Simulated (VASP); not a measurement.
# SnTe (Fm-3m) in VASP: further runs

SnTe is run at these levels: PBEsol; tasks: electric field gradients.

All numbers are computed with VASP 6.6.1; they aren't measurements. Logs are shortened: lines on timing, memory, paths and dates and some standing lists are left out, and cuts for length are marked.

## (1) The cell of the first run

It takes space group Fm-3m (No. 225, cubic). The conventional cell has a = 6.292 Å, b = 6.292 Å, c = 6.292 Å, α = 90.00°, β = 90.00°, γ = 90.00°. Sn (site symmetry m-3m) has 6 Te at 3.15 Å within 4.1 Å. Te (site symmetry m-3m) has 6 Sn at 3.15 Å within 4.1 Å.

## (2) Electric field gradients, PBEsol (31.14 Å³/atom)

File INCAR:

```
PREC = Accurate
ENCUT = 520
EDIFF = 1E-8
ISMEAR = -1
SIGMA = 0.08
LREAL = False
LASPH = True
NELM = 80
ALGO = Normal
ISIF = 2
LWAVE = False
LCHARG = False
GGA = PS
LEFG = True
NBANDS = 17
```

File KPOINTS:

```
Automatic mesh
0
Gamma
  11 11 11
```

File POSCAR:

```
SnTe
1.0
    0.0000000000      3.1459430650      3.1459430650
    3.1459430650      0.0000000000      3.1459430650
    3.1459430650      3.1459430650      0.0000000000
Sn Te
1 1
Direct
    0.0000000000      0.0000000000      0.0000000000
    0.5000000000      0.5000000000      0.5000000000
```

Potentials or basis: VASP PAW PBE potentials, release 64 (Sn_d, Te).

Launch:

```bash
> cat potpaw_PBE.64/Sn_d/POTCAR potpaw_PBE.64/Te/POTCAR > POTCAR
> mpirun -np 1 vasp_std > vasp.out
```

OUTCAR:

```text
PREC = Accurate
   ENCUT = 520
   EDIFF = 1E-8
   ISMEAR = -1
   LREAL = False
   LASPH = True
   NELM = 80
   ISIF = 2
   GGA = PS

 ion  position               nearest neighbor table
   1  0.000  0.000  0.000-   2 3.15   2 3.15   2 3.15   2 3.15   2 3.15   2 3.15
   2  0.500  0.500  0.500-   1 3.15   1 3.15   1 3.15   1 3.15   1 3.15   1 3.15

  LATTYP: Found a face centered cubic cell.
 ALAT       =     6.2918861300

  Lattice vectors:

 A1 = (   0.0000000000,   3.1459430650,   3.1459430650)
 A2 = (   3.1459430650,   0.0000000000,   3.1459430650)
 A3 = (   3.1459430650,   3.1459430650,   0.0000000000)

Analysis of symmetry for initial positions (statically):
=====================================================================
 Subroutine PRICEL returns:
 Original cell was already a primitive cell.

 Routine SETGRP: Setting up the symmetry group for a
 face centered cubic supercell.

 Subroutine GETGRP returns: Found 48 space group operations
 (whereof 48 operations were pure point group operations)
 out of a pool of 48 trial point group operations.

The static configuration has the point symmetry O_h .

Analysis of symmetry for dynamics (positions and initial velocities):
=====================================================================
 Subroutine PRICEL returns:
 Original cell was already a primitive cell.

 Routine SETGRP: Setting up the symmetry group for a
 face centered cubic supercell.

 Subroutine GETGRP returns: Found 48 space group operations
 (whereof 48 operations were pure point group operations)
 out of a pool of 48 trial point group operations.

The dynamic configuration has the point symmetry O_h .

 Subroutine INISYM returns: Found 48 space group operations
 (whereof 48 operations are pure point group operations),
 and found     1 'primitive' translations

----------------------------------------------------------------------------------------

                                     Primitive cell

  volume of cell :      62.2705

  direct lattice vectors                    reciprocal lattice vectors
     0.000000000  3.145943065  3.145943065    -0.158934853  0.158934853  0.158934853
     3.145943065  0.000000000  3.145943065     0.158934853 -0.158934853  0.158934853
     3.145943065  3.145943065  0.000000000     0.158934853  0.158934853 -0.158934853

  length of vectors
     4.449035349  4.449035349  4.449035349     0.275283241  0.275283241  0.275283241

  position of ions in fractional coordinates (direct lattice)
     0.000000000  0.000000000  0.000000000
     0.500000000  0.500000000  0.500000000

  ion indices of the primitive-cell ions
   primitive index   ion index
                 1           1
                 2           2

----------------------------------------------------------------------------------------

 KPOINTS: Automatic mesh

Automatic generation of k-mesh.
 Grid dimensions read from file:
 generate k-points for:   11   11   11

 Generating k-lattice:

  Cartesian coordinates                     Fractional coordinates (reciprocal lattice)
    -0.014448623  0.014448623  0.014448623     0.090909091  0.000000000  0.000000000
     0.014448623 -0.014448623  0.014448623     0.000000000  0.090909091  0.000000000
     0.014448623  0.014448623 -0.014448623     0.000000000  0.000000000  0.090909091

  Length of vectors
     0.025025749  0.025025749  0.025025749

  Shift w.r.t. Gamma in fractional coordinates (k-lattice)
     0.000000000  0.000000000  0.000000000

 Subroutine IBZKPT returns following result:
 ===========================================

 Found     56 irreducible k-points:

 Following reciprocal coordinates:
            Coordinates               Weight
  0.000000  0.000000  0.000000      1.000000
  0.090909  0.000000  0.000000      8.000000
  0.181818  0.000000  0.000000      8.000000
  0.272727  0.000000  0.000000      8.000000
  0.363636  0.000000  0.000000      8.000000
  0.454545  0.000000  0.000000      8.000000
[... 16 lines left out ...]
 -0.272727  0.181818  0.000000     24.000000
 -0.181818  0.181818  0.000000     12.000000
 [... further k-points ...]
   k-points           NKPTS =     56   k-points in BZ     NKDIM =     56   number of bands    NBANDS=     17
   number of dos      NEDOS =    301   number of ions     NIONS =      2
   total plane-waves  NPLWV =  46656
   dimension x,y,z NGX =    36 NGY =   36 NGZ =   36
   dimension x,y,z NGXF=    72 NGYF=   72 NGZF=   72
   ions per type =               1   1
   NGX,Y,Z   is equivalent  to a cutoff of  13.45, 13.45, 13.45 a.u.
   NGXF,Y,Z  is equivalent  to a cutoff of  26.90, 26.90, 26.90 a.u.
 SYSTEM =  unknown system
   PREC   = accura    normal or accurate (medium, high low for compatibility)
   ISTART =      0    job   : 0-new  1-cont  2-samecut
   ICHARG =      2    charge: 1-file 2-atom 10-const
   ISPIN  =      1    spin polarized calculation?
   LNONCOLLINEAR =      F non collinear calculations
   LSORBIT =      F    spin-orbit coupling
   LASPH  =      T    aspherical Exc in radial PAW
   ENCUT  =  520.0 eV  38.22 Ry    6.18 a.u.   8.27  8.27  8.27*2*pi/ulx,y,z
   NELM   =     80;   NELMIN=  2; NELMDL= -5     # of ELM steps
   EDIFF  = 0.1E-07   stopping-criterion for ELM
   LREAL  =      F    real-space projection
   EDIFFG = 0.1E-06   stopping-criterion for IOM
   NSW    =      0    number of steps for IOM
   IBRION =     -1    ionic relax: 0-MD 1-quasi-New 2-CG
   NFREE  =      0    steps in history (QN), initial steepest desc. (CG)
   ISIF   =      2    stress and relaxation
   ISYM   =      2    0-nonsym 1-usesym 2-fastsym
   POTIM  = 0.5000    time-step for ionic-motion
   TEBEG  =    0.0;   TEEND  =   0.0 temperature during run
   PSTRESS=    0.0 pullay stress
   NELECT =      20.0000    total number of electrons
   NUPDOWN=      -1.0000    fix difference up-down
   EMIN   =  10.00;   EMAX   =-10.00  energy-range for DOS
   EFERMI =   0.00;   METHOD = LEGACY
   ISMEAR =    -1;   SIGMA  =   0.08  broadening in eV -4-tet -1-fermi 0-gaus
   EFERMI_NEDOS =   21; number of points for ismear=-14 and -15
   IALGO  =     38    algorithm
   IMIX   =      4    mixing-type and parameters
     AMIX     =   0.40;   BMIX     =  1.00
     AMIX_MAG =   1.60;   BMIX_MAG =  1.00
  volume/ion in A,a.u.               =      31.14       210.11
  Fermi-wavevector in a.u.,A,eV,Ry     =   1.121133  2.118635 17.101709  1.256940
  Thomas-Fermi vector in A             =   2.257785
   LORBIT       =      0    0 simple, 1 ext, 2 COOP (PROOUT), +10 PAW based schemes
   GGA     = PS    functional components
   LHFCALC =     F    Hartree Fock is set to
   AEXX    =    0.0000 exact exchange contribution
   IVDW    =     0    specifies the selected vdW correction
   LEPSILON=     F    determine dielectric tensor
   LRPA    =     F    only Hartree local field effects (RPA)
 non-spin polarized calculation
  energy-cutoff  :      520.00
  volume of cell :       62.27
 maximum number of plane-waves:      1696
 NGX is ok and might be reduce to    36
   NGX = 17   NGY = 17   NGZ = 17

 number of electron      19.9999998 magnetization

 Free energy of the ion-electron system (eV)
  ---------------------------------------------------
  ext. energy  EPLUGINS =         0.00000000
  ---------------------------------------------------
  free energy    TOTEN  =        -8.33995141 eV

  energy without entropy =       -8.33810897  energy(sigma->0) =       -8.33903019

 E-fermi :   6.8565     XC(G=0):  -9.6734

 val. band max:        6.6813910284   @ k =   0.4545   0.0000   0.0000
 cond. band min:       7.1185130612   @ k =   0.4545   0.0000   0.0000
 fundamental gap:      0.4371220328
 Fermi energy:         6.8565370360

 k-point     1 :       0.0000    0.0000    0.0000
  band No.  band energies     occupation
      1     -14.9196      2.00000
      2     -14.9196      2.00000
      3     -14.9125      2.00000
      4     -14.9125      2.00000
      5     -14.9125      2.00000
      6      -5.9915      2.00000
[... 9 lines left out ...]
     16      11.5705      0.00000
     17      13.5387      0.00000
[... 441 lines left out ...]
 k-point    24 :      -0.1818    0.1818    0.0000
  band No.  band energies     occupation
      1     -14.9233      2.00000
      2     -14.9221      2.00000
      3     -14.9112      2.00000
      4     -14.9090      2.00000
      5     -14.9074      2.00000
      6      -5.2931      2.00000
[... 9 lines left out ...]
     16      14.6971      0.00000
     17      14.8643      0.00000

 [... further k-points ...]

------------------------ aborting loop because EDIFF is reached ----------------------------------------

  FORCE on cell =-STRESS in cart. coord.  units (eV):
  Direction    XX          YY          ZZ          XY          YZ          ZX
  --------------------------------------------------------------------------------------
  -------------------------------------------------------------------------------------
  Total       -0.0262931     -0.0262931     -0.0262931     -0.0000000     -0.0000000      0.0000000
  in kB       -0.6765023     -0.6765023     -0.6765023     -0.0000000     -0.0000000      0.0000000
  external PRESSURE =      -0.6765023 kB  Pullay stress =       0.0000000 kB

 VOLUME and BASIS-vectors are now :
 -----------------------------------------------------------------------------
  energy-cutoff  :      520.00
  volume of cell :       62.27
      direct lattice vectors                 reciprocal lattice vectors
     0.000000000  3.145943065  3.145943065    -0.158934853  0.158934853  0.158934853
     3.145943065  0.000000000  3.145943065     0.158934853 -0.158934853  0.158934853
     3.145943065  3.145943065  0.000000000     0.158934853  0.158934853 -0.158934853

 POSITION                                       TOTAL-FORCE (eV/Angst)
 -----------------------------------------------------------------------------------
      0.00000      0.00000      0.00000        -0.000000     -0.000000     -0.000000
      3.14594      3.14594      3.14594         0.000000      0.000000      0.000000
 -----------------------------------------------------------------------------------
    total drift:                               -0.000000      0.000000      0.000000

  FREE ENERGIE OF THE ION-ELECTRON SYSTEM (eV)
  ---------------------------------------------------
  free  energy   TOTEN  =        -8.3399514051 eV

  energy  without entropy=       -8.3381089742  energy(sigma->0) =       -8.33903019

 Electric field gradients (V/A^2)
---------------------------------------------------------------------
 ion       V_xx      V_yy      V_zz      V_xy      V_xz      V_yz
---------------------------------------------------------------------
   1       0.000     0.000     0.000    -0.002    -0.002    -0.002
   2       0.000    -0.000     0.000     0.000     0.000     0.000
---------------------------------------------------------------------

 Electric field gradients after diagonalization (V/A^2)
 (convention: |V_zz| > |V_xx| > |V_yy|)
----------------------------------------------------------------------
 ion       V_xx      V_yy      V_zz     asymmetry (V_yy - V_xx)/ V_zz
----------------------------------------------------------------------
   1       0.002     0.002    -0.004       0.000
   2      -0.000    -0.000     0.000       0.000
----------------------------------------------------------------------

           NMR quadrupolar parameters

 Cq : quadrupolar parameter    Cq=e*Q*V_zz/h
 eta: asymmetry parameters     (V_yy - V_xx)/ V_zz
 Q  : nuclear electric quadrupole moment in mb (millibarn)
----------------------------------------------------------------------
 ion       Cq(MHz)       eta       Q (mb)
----------------------------------------------------------------------
   1      -0.000       0.000       1.000
   2       0.000       0.000       1.000
----------------------------------------------------------------------
```

It took 2 min on 1 thread of Intel Xeon 8259CL, shared host; peak memory 0.24 GiB.

What came out:

```yaml
Free_energy: -8.3400 eV
Pressure: -0.1 GPa
Largest_electric_field_gradient_by_atom: under 0.05 V/Å² on every atom
```

Caveat: this odd mesh misses L, so gap, dielectric constants and Born charges aren't listed; the PAW data sets were made with another functional, which shifts forces and pressure a little; spin-orbit coupling is left out, which moves the levels of the heavy elements.

## (3) Electric field gradients, PBEsol (31.14 Å³/atom)

File INCAR:

```
SYSTEM = SnTe
PREC = Accurate ; ENCUT = 520
EDIFF = 1E-8 ; ISMEAR = -1
SIGMA = 0.08 ; LREAL = .FALSE.
LASPH = .TRUE. ; NELM = 100
ALGO = Normal ; ISIF = 2
LWAVE = .FALSE. ; LCHARG = .FALSE.
GGA = PS ; LEFG = .TRUE.
NBANDS = 17
```

File KPOINTS:

```
Automatic mesh
0
G
  11 11 11
  0 0 0
```

POSCAR is that of step 2.

Potentials or basis: VASP PAW PBE potentials, release 64 (Sn_d, Te).

Launch:

```bash
> cat potpaw_PBE.64/Sn_d/POTCAR potpaw_PBE.64/Te/POTCAR > POTCAR
> mpirun -np 1 vasp_std > vasp.out
```

OUTCAR:

```text
SYSTEM = SnTe
   PREC = Accurate
   ENCUT = 520
   EDIFF = 1E-8
   ISMEAR = -1
   LREAL = .FALSE.
   LASPH = .TRUE.
   NELM = 100
   ISIF = 2
   GGA = PS

 ion  position               nearest neighbor table
   1  0.000  0.000  0.000-   2 3.15   2 3.15   2 3.15   2 3.15   2 3.15   2 3.15
   2  0.500  0.500  0.500-   1 3.15   1 3.15   1 3.15   1 3.15   1 3.15   1 3.15

  LATTYP: Found a face centered cubic cell.
 ALAT       =     6.2918861300

  Lattice vectors:

 A1 = (   0.0000000000,   3.1459430650,   3.1459430650)
 A2 = (   3.1459430650,   0.0000000000,   3.1459430650)
 A3 = (   3.1459430650,   3.1459430650,   0.0000000000)

Analysis of symmetry for initial positions (statically):
=====================================================================
 Subroutine PRICEL returns:
 Original cell was already a primitive cell.

 Routine SETGRP: Setting up the symmetry group for a
 face centered cubic supercell.

 Subroutine GETGRP returns: Found 48 space group operations
 (whereof 48 operations were pure point group operations)
 out of a pool of 48 trial point group operations.

The static configuration has the point symmetry O_h .

Analysis of symmetry for dynamics (positions and initial velocities):
=====================================================================
 Subroutine PRICEL returns:
 Original cell was already a primitive cell.

 Routine SETGRP: Setting up the symmetry group for a
 face centered cubic supercell.

 Subroutine GETGRP returns: Found 48 space group operations
 (whereof 48 operations were pure point group operations)
 out of a pool of 48 trial point group operations.

[... 159 lines left out ...]
      3     -14.9125      2.00000
      4     -14.9125      2.00000
      5     -14.9125      2.00000
      6      -5.9915      2.00000
[... 457 lines left out ...]
      4     -14.9090      2.00000
      5     -14.9074      2.00000
      6      -5.2931      2.00000
[... 9 lines left out ...]
     16      14.6971      0.00000
     17      14.8643      0.00000

 [... further k-points ...]

------------------------ aborting loop because EDIFF is reached ----------------------------------------

  FORCE on cell =-STRESS in cart. coord.  units (eV):
  Direction    XX          YY          ZZ          XY          YZ          ZX
  --------------------------------------------------------------------------------------
  -------------------------------------------------------------------------------------
  Total       -0.0262931     -0.0262931     -0.0262931     -0.0000000     -0.0000000      0.0000000
  in kB       -0.6765023     -0.6765023     -0.6765023     -0.0000000     -0.0000000      0.0000000
  external PRESSURE =      -0.6765023 kB  Pullay stress =       0.0000000 kB

 VOLUME and BASIS-vectors are now :
 -----------------------------------------------------------------------------
  energy-cutoff  :      520.00
  volume of cell :       62.27
      direct lattice vectors                 reciprocal lattice vectors
     0.000000000  3.145943065  3.145943065    -0.158934853  0.158934853  0.158934853
     3.145943065  0.000000000  3.145943065     0.158934853 -0.158934853  0.158934853
     3.145943065  3.145943065  0.000000000     0.158934853  0.158934853 -0.158934853

 POSITION                                       TOTAL-FORCE (eV/Angst)
 -----------------------------------------------------------------------------------
      0.00000      0.00000      0.00000        -0.000000     -0.000000     -0.000000
      3.14594      3.14594      3.14594         0.000000      0.000000      0.000000
 -----------------------------------------------------------------------------------
    total drift:                               -0.000000      0.000000      0.000000

  FREE ENERGIE OF THE ION-ELECTRON SYSTEM (eV)
  ---------------------------------------------------
  free  energy   TOTEN  =        -8.3399514051 eV

  energy  without entropy=       -8.3381089742  energy(sigma->0) =       -8.33903019

 Electric field gradients (V/A^2)
---------------------------------------------------------------------
 ion       V_xx      V_yy      V_zz      V_xy      V_xz      V_yz
---------------------------------------------------------------------
   1       0.000     0.000     0.000    -0.002    -0.002    -0.002
   2       0.000    -0.000     0.000     0.000     0.000     0.000
---------------------------------------------------------------------

 Electric field gradients after diagonalization (V/A^2)
 (convention: |V_zz| > |V_xx| > |V_yy|)
----------------------------------------------------------------------
 ion       V_xx      V_yy      V_zz     asymmetry (V_yy - V_xx)/ V_zz
----------------------------------------------------------------------
   1       0.002     0.002    -0.004       0.000
   2      -0.000    -0.000     0.000       0.000
----------------------------------------------------------------------

           NMR quadrupolar parameters

 Cq : quadrupolar parameter    Cq=e*Q*V_zz/h
 eta: asymmetry parameters     (V_yy - V_xx)/ V_zz
 Q  : nuclear electric quadrupole moment in mb (millibarn)
----------------------------------------------------------------------
 ion       Cq(MHz)       eta       Q (mb)
----------------------------------------------------------------------
   1      -0.000       0.000       1.000
   2       0.000       0.000       1.000
----------------------------------------------------------------------
```

stdout:

```text
POSCAR found type information on POSCAR SnTe
 POSCAR found :  2 types and       2 ions
 scaLAPACK will be used
 -----------------------------------------------------------------------------
|                                                                             |
|                                                                             |
|     You enforced a specific xc type in the INCAR file but a different       |
|     I HOPE YOU KNOW WHAT YOU ARE DOING!                                     |
|                                                                             |
 -----------------------------------------------------------------------------

 LDA part: xc-table for (Slater+PW92), standard interpolation
 POSCAR, INCAR and KPOINTS ok, starting setup
 FFT: planning ... GRIDC
 FFT: planning ... GRID_SOFT
 FFT: planning ... GRID
 WAVECAR not read
 entering main loop
ion   1

ion   2
```

Wall time 2.2 min (1 thread of Intel Xeon 8259CL, shared host); peak memory 0.24 GiB.

Results:

```
Free energy                             : -8.3400 eV
Pressure                                : -0.1 GPa
Largest electric field gradient by atom : under 0.05 V/Å² on every atom
```

Levels at points of the mesh, in eV from the Fermi level:
```csv
k point,band 6,band 7,band 8,band 9,band 10,band 11,band 12,band 13,band 14,band 15
"(0.00, 0.00, 0.00)",-12.85,-4.69,-2.14,-2.14,-2.14,3.35,3.35,3.35,4.71,4.71
```

Caveat: this odd mesh misses L, so gap, dielectric constants and Born charges aren't listed; the PAW data sets were made with another functional, which shifts forces and pressure a little; spin-orbit coupling is left out, which moves the levels of the heavy elements.
